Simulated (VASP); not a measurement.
Set up this calculation in VASP 6.6.1, as the native input.

```yaml
Task: relaxation of cell and atoms
Functional: PBE
Potentials_or_basis: VASP PAW PBE potentials, release 64 (Sn_d, O)
Cutoff: 600 eV
k_mesh: 10 × 10 × 8
Occupations: gaussian, width 0.02 eV
Spin: no spin polarisation
Dipole_correction: no
Further_INCAR_settings: ALGO = Normal; EDIFF = 1e-07; IBRION = 2; EDIFFG = -0.003; NSW = 80; ISIF = 3
```

The structure of SnO lies in POSCAR:

```
SnO
1.0
    3.7986000000      0.0000000000      0.0000000000
    0.0000000000      3.7986000000      0.0000000000
    0.0000000000      0.0000000000      4.8408000000
Sn O
2 2
Direct
    0.5000000000      0.0000000000      0.2369000000
    0.0000000000      0.5000000000      0.7631000000
    0.0000000000      0.0000000000      0.0000000000
    0.5000000000      0.5000000000      0.0000000000
```

One way to write it, as run:

INCAR

```
PREC = Accurate ; ENCUT = 600
EDIFF = 1E-7 ; ISMEAR = 0
SIGMA = 0.02 ; LREAL = False
LASPH = True ; NELM = 80
ALGO = Normal ; ISIF = 3
LWAVE = False ; LCHARG = False
GGA = PE ; IBRION = 2
NSW = 80 ; EDIFFG = -0.003
```

KPOINTS

```
regular mesh
0
Gamma
  10 10 8
```

Potentials or basis: VASP PAW PBE potentials, release 64 (Sn_d, O).

Command:

```console
$ cat potpaw_PBE.64/Sn_d/POTCAR potpaw_PBE.64/O/POTCAR > POTCAR
$ mpirun -np 1 vasp_std > vasp.out
```

Results of the run:

| Quantity | Value |
| --- | --- |
| Relaxed volume | 18.85 Å³/atom |
| Relaxed cell | a = 3.867 Å, b = 3.867 Å, c = 5.042 Å, α = 90.00°, β = 90.00°, γ = 90.00° |
| Space group after relaxing (to 0.1 Å) | P4/nmm (No. 129) |
| Energy gained by relaxing | 15.0 meV/atom |
| Ionic steps | 12 |
| Pressure after relaxing | 0.0 GPa |
| Band gap on the k mesh | 0.44 eV (least direct gap 1.93 eV) |

Caveat: semilocal functionals underestimate gaps, and a narrow one can read as zero; spin-orbit coupling is left out, which moves the levels of the heavy elements.

It took 27 min on 1 thread of Intel(R) Xeon(R) Platinum 8488C (Sapphire Rapids), with other jobs on the host, peak memory 0.32 GiB.
